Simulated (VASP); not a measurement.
# BaTiO3 (Pm-3m) in VASP: single point with PBE+U

Aim: the single point of BaTiO3 with PBE+U.

Program: VASP 6.6.1. These are calculated values, not measurements. Logs are shortened: lines on timing, memory, paths and dates and some standing lists are left out, and cuts for length are marked.

## Step 1: The cell of the first run

Symmetry: Pm-3m, No. 221, cubic system. Conventional cell: a = 4.002 Å, b = 4.002 Å, c = 4.002 Å, α = 90.00°, β = 90.00°, γ = 90.00°. Within 3.7 Å of Ba (site symmetry m-3m) lie 12 O at 2.83 Å and 8 Ti at 3.47 Å. Within 2.7 Å of Ti (site symmetry m-3m) lie 6 O at 2.00 Å. Within 2.7 Å of O (site symmetry 4/mmm) lie 2 Ti at 2.00 Å. Within 2.7 Å of O (site symmetry 4/mmm) lie 2 Ti at 2.00 Å.

## Step 2: Single point, PBE+U

INCAR

```
SYSTEM = BaTiO3
PREC = Accurate
ENCUT = 520
EDIFF = 1E-6
ISMEAR = -1
SIGMA = 0.1
LREAL = .FALSE.
LASPH = .TRUE.
NELM = 150
ALGO = Normal
ISIF = 2
LWAVE = .FALSE.
LCHARG = .TRUE.
LMAXMIX = 4
LDAU = .TRUE.
LDAUTYPE = 1
LDAUL = -1 2 -1
LDAUU = 0 2.65 0
LDAUJ = 0 0.65 0
LDAUPRINT = 1
GGA = PE
LELF = .TRUE.
LVHAR = .TRUE.
NBANDS = 51
```

KPOINTS

```
regular mesh
0
G
  5 5 6
  0 0 0
```

POSCAR

```
BaTiO3
1.0
   -4.0017680600     -4.0017680600      0.0000000000
   -4.0017680600      4.0017680600      0.0000000000
    0.0000000000      0.0000000000     -4.0017680600
Ba Ti O
2 2 6
Direct
    0.0000000000      0.5000000000      0.5000000000
    0.5000000000      0.0000000000      0.5000000000
    0.0000000000      0.0000000000      0.0000000000
    0.5000000000      0.5000000000      0.0000000000
    0.7500000000      0.7500000000      0.0000000000
    0.2500000000      0.2500000000      0.0000000000
    0.7500000000      0.2500000000      0.0000000000
    0.2500000000      0.7500000000      0.0000000000
    0.0000000000      0.0000000000      0.5000000000
    0.5000000000      0.5000000000      0.5000000000
```

Potentials or basis: VASP PAW PBE potentials, release 64 (Ba_sv, Ti_sv, O).

On the command line:

```bash
> cat potpaw_PBE.64/Ba_sv/POTCAR potpaw_PBE.64/Ti_sv/POTCAR potpaw_PBE.64/O/POTCAR > POTCAR
> mpirun -np 1 vasp_std > vasp.out
```

OUTCAR:

```text
SYSTEM = BaTiO3
   PREC = Accurate
   ENCUT = 520
   EDIFF = 1E-6
   ISMEAR = -1
   LREAL = .FALSE.
   LASPH = .TRUE.
   NELM = 150
   ISIF = 2
   GGA = PE

 ion  position               nearest neighbor table
   1  0.000  0.500  0.500-   5 2.83   6 2.83   7 2.83   8 2.83   9 2.83  10 2.83   5 2.83   6 2.83
                             7 2.83   8 2.83   9 2.83  10 2.83   3 3.47   4 3.47   3 3.47   3 3.47
   2  0.500  0.000  0.500-   5 2.83   6 2.83   7 2.83   8 2.83   9 2.83  10 2.83   5 2.83   6 2.83
                             7 2.83   8 2.83  10 2.83   9 2.83   3 3.47   4 3.47   4 3.47   3 3.47
   3  0.000  0.000  0.000-   5 2.00   6 2.00   7 2.00   8 2.00   9 2.00   9 2.00   1 3.47   1 3.47
                             2 3.47   2 3.47   1 3.47   1 3.47   2 3.47   2 3.47
   4  0.500  0.500  0.000-   5 2.00   6 2.00   7 2.00   8 2.00  10 2.00  10 2.00   1 3.47   1 3.47
                             2 3.47   2 3.47   2 3.47   2 3.47   1 3.47   1 3.47
   5  0.750  0.750  0.000-   3 2.00   4 2.00   1 2.83   2 2.83   1 2.83   2 2.83
   6  0.250  0.250  0.000-   3 2.00   4 2.00   1 2.83   2 2.83   1 2.83   2 2.83
   7  0.750  0.250  0.000-   3 2.00   4 2.00   1 2.83   2 2.83   1 2.83   2 2.83
   8  0.250  0.750  0.000-   3 2.00   4 2.00   1 2.83   2 2.83   1 2.83   2 2.83
   9  0.000  0.000  0.500-   3 2.00   3 2.00   1 2.83   2 2.83   1 2.83   2 2.83
  10  0.500  0.500  0.500-   4 2.00   4 2.00   1 2.83   2 2.83   2 2.83   1 2.83

  LATTYP: Found a simple tetragonal cell.
 ALAT       =     5.6593546639
 C/A-ratio  =     0.7071067812

  Lattice vectors:

 A1 = (  -4.0017680600,  -4.0017680600,   0.0000000000)
 A2 = (  -4.0017680600,   4.0017680600,   0.0000000000)
 A3 = (   0.0000000000,   0.0000000000,  -4.0017680600)

Analysis of symmetry for initial positions (statically):
=====================================================================
 Subroutine PRICEL returns following result:

  LATTYP: Found a simple cubic cell.
 ALAT       =     4.0017680600

  Lattice vectors:

 A1 = (   0.0000000000,  -4.0017680600,   0.0000000000)
 A2 = (  -4.0017680600,   0.0000000000,   0.0000000000)
 A3 = (   0.0000000000,   0.0000000000,  -4.0017680600)

   2 primitive cells build up your supercell.

 Routine SETGRP: Setting up the symmetry group for a
[... 234 lines left out ...]
  o =  0.1136  v =  0.0000  0.1924  0.0000 -0.9813  0.0000  0.0000  0.0000  0.0000  0.0000  0.0000      0.0000  0.0000  0.0000  0.0000  0.0000  0.0000  0.0000  0.0000  0.0000  0.0000
  o =  0.1136  v =  0.0000  0.0000  0.0000  0.0000  0.0000  0.0000  0.1924  0.0000 -0.9813  0.0000      0.0000  0.0000  0.0000  0.0000  0.0000  0.0000  0.0000  0.0000  0.0000  0.0000
  o =  0.1136  v =  0.0000 -0.9813 -0.0000 -0.1924 -0.0000  0.0000  0.0000  0.0000  0.0000  0.0000      0.0000  0.0000  0.0000  0.0000  0.0000  0.0000  0.0000  0.0000  0.0000  0.0000
  o =  0.1136  v =  0.0000  0.0000  0.0000  0.0000  0.0000  0.0000 -0.9813 -0.0000 -0.1924 -0.0000      0.0000  0.0000  0.0000  0.0000  0.0000  0.0000  0.0000  0.0000  0.0000  0.0000
  o =  0.2420  v =  0.0000  0.0000  0.0000  0.0000  0.0000  0.0000 -0.0000  1.0000  0.0000 -0.0000      0.0000  0.0000  0.0000  0.0000  0.0000  0.0000  0.0000  0.0000  0.0000  0.0000
  o =  0.2420  v =  0.0000 -0.0000  1.0000  0.0000 -0.0000  0.0000  0.0000  0.0000  0.0000  0.0000      0.0000  0.0000  0.0000  0.0000  0.0000  0.0000  0.0000  0.0000  0.0000  0.0000
  o =  0.2421  v =  0.0000  0.0000  0.0000  0.0000  0.0000  0.0000 -0.0000  0.0000  0.0000  1.0000      0.0000  0.0000  0.0000  0.0000  0.0000  0.0000  0.0000  0.0000  0.0000  0.0000
  o =  0.2421  v =  0.0000 -0.0000  0.0000  0.0000  1.0000  0.0000  0.0000  0.0000  0.0000  0.0000      0.0000  0.0000  0.0000  0.0000  0.0000  0.0000  0.0000  0.0000  0.0000  0.0000

 number of electron      79.9999954 magnetization

 Free energy of the ion-electron system (eV)
  ---------------------------------------------------
  ext. energy  EPLUGINS =         0.00000000
  ---------------------------------------------------
  free energy    TOTEN  =       -77.20114028 eV

  energy without entropy =      -77.20111211  energy(sigma->0) =      -77.20112619

 E-fermi :   4.9401     XC(G=0): -11.2668

 val. band max:        3.9078089993   @ k =   0.0000   0.0000   0.5000
 cond. band min:       5.8767822557   @ k =   0.0000   0.0000   0.0000
 fundamental gap:      1.9689732564
 Fermi energy:         4.9400527808

 k-point     1 :       0.0000    0.0000    0.0000
  band No.  band energies     occupation
      1     -53.2750      2.00000
      2     -53.2731      2.00000
      3     -29.5066      2.00000
      4     -29.5066      2.00000
      5     -29.4612      2.00000
      6     -29.4612      2.00000
[... 1285 lines left out ...]
     50      11.5707      0.00000
     51      11.6195      0.00000

------------------------ aborting loop because EDIFF is reached ----------------------------------------

  FORCE on cell =-STRESS in cart. coord.  units (eV):
  Direction    XX          YY          ZZ          XY          YZ          ZX
  --------------------------------------------------------------------------------------
  -------------------------------------------------------------------------------------
  Total        4.4641699      4.4641699      4.4657083      0.0000000     -0.0000000      0.0000000
  in kB       55.8040298     55.8040298     55.8232608      0.0000000     -0.0000000      0.0000000
  external PRESSURE =      55.8104402 kB  Pullay stress =       0.0000000 kB

 VOLUME and BASIS-vectors are now :
 -----------------------------------------------------------------------------
  energy-cutoff  :      520.00
  volume of cell :      128.17
      direct lattice vectors                 reciprocal lattice vectors
    -4.001768060 -4.001768060  0.000000000    -0.124944773 -0.124944773  0.000000000
    -4.001768060  4.001768060  0.000000000    -0.124944773  0.124944773  0.000000000
     0.000000000  0.000000000 -4.001768060     0.000000000  0.000000000 -0.249889545

 POSITION                                       TOTAL-FORCE (eV/Angst)
 -----------------------------------------------------------------------------------
     -2.00088      2.00088     -2.00088        -0.000000     -0.000000      0.000000
     -2.00088     -2.00088     -2.00088        -0.000000     -0.000000      0.000000
      0.00000      0.00000      0.00000        -0.000000      0.000000      0.000000
     -4.00177      0.00000      0.00000         0.000000     -0.000000     -0.000000
     -6.00265      0.00000      0.00000        -0.000000     -0.000000      0.000000
     -2.00088      0.00000      0.00000         0.000000     -0.000000      0.000000
     -4.00177     -2.00088      0.00000        -0.000000     -0.000000      0.000000
     -4.00177      2.00088      0.00000         0.000000      0.000000      0.000000
      0.00000      0.00000     -2.00088         0.000000     -0.000000     -0.000000
     -4.00177      0.00000     -2.00088         0.000000      0.000000     -0.000000
 -----------------------------------------------------------------------------------
    total drift:                               -0.000000     -0.000000      0.000000

  FREE ENERGIE OF THE ION-ELECTRON SYSTEM (eV)
  ---------------------------------------------------
  free  energy   TOTEN  =       -77.2011402756 eV

  energy  without entropy=      -77.2011121138  energy(sigma->0) =      -77.20112619
```

OSZICAR:

```text
N       E                     dE             d eps       ncg     rms          rms(c)
DAV:   1     0.992474755486E+03    0.99247E+03   -0.39455E+04  2448   0.169E+03
DAV:   2     0.482388935414E+02   -0.94424E+03   -0.88211E+03  2767   0.478E+02
DAV:   3    -0.920991628984E+02   -0.14034E+03   -0.13727E+03  3251   0.182E+02
DAV:   4    -0.999019728285E+02   -0.78028E+01   -0.77843E+01  3600   0.406E+01
DAV:   5    -0.100254030090E+03   -0.35206E+00   -0.35182E+00  3560   0.724E+00    0.330E+01
DAV:   6    -0.765803301619E+02    0.23674E+02   -0.11707E+02  3592   0.732E+01    0.130E+01
DAV:   7    -0.773627920412E+02   -0.78246E+00   -0.18969E+01  3208   0.208E+01    0.830E+00
DAV:   8    -0.771855112445E+02    0.17728E+00   -0.21842E+00  3413   0.101E+01    0.329E+00
DAV:   9    -0.771989851497E+02   -0.13474E-01   -0.49121E-01  3420   0.417E+00    0.135E+00
DAV:  10    -0.772416153711E+02   -0.42630E-01   -0.27245E-01  3099   0.265E+00    0.175E+00
DAV:  11    -0.772022567422E+02    0.39359E-01   -0.11679E-01  3412   0.304E+00    0.346E-01
DAV:  12    -0.772014905395E+02    0.76620E-03   -0.88436E-03  3023   0.589E-01    0.159E-01
DAV:  13    -0.772011231828E+02    0.36736E-03   -0.18947E-03  3611   0.318E-01    0.615E-02
DAV:  14    -0.772011558175E+02   -0.32635E-04   -0.26924E-04  3017   0.101E-01    0.338E-02
DAV:  15    -0.772011452217E+02    0.10596E-04   -0.28596E-05  3353   0.235E-02    0.214E-02
DAV:  16    -0.772011398649E+02    0.53568E-05   -0.72623E-06  3095   0.220E-02    0.928E-03
DAV:  17    -0.772011402756E+02   -0.41076E-06   -0.84933E-06  2929   0.156E-02
   1 F= -.77201140E+02 E0= -.77201126E+02  d E =-.281619E-04
```

Wall time 6.2 min (1 thread of Intel Xeon 8259CL, shared host); peak memory 0.3 GiB.

Results:

| Quantity | Value |
| --- | --- |
| Free energy | -77.2011 eV |
| Pressure | 5.6 GPa |
| Band gap on the k mesh | 1.97 eV |

Eigenvalues of the final occupation matrices:
```csv
site,spin,trace,eigenvalues
site 3 d,1,0.82,0.11 0.11 0.11 0.24 0.24
site 3 d,2,0.82,0.11 0.11 0.11 0.24 0.24
site 4 d,1,0.82,0.11 0.11 0.11 0.24 0.24
site 4 d,2,0.82,0.11 0.11 0.11 0.24 0.24
```

Caveat: the cell stands under pressure; spin-orbit coupling is left out, which moves the levels of the heavy elements. A k mesh can miss the band edges.
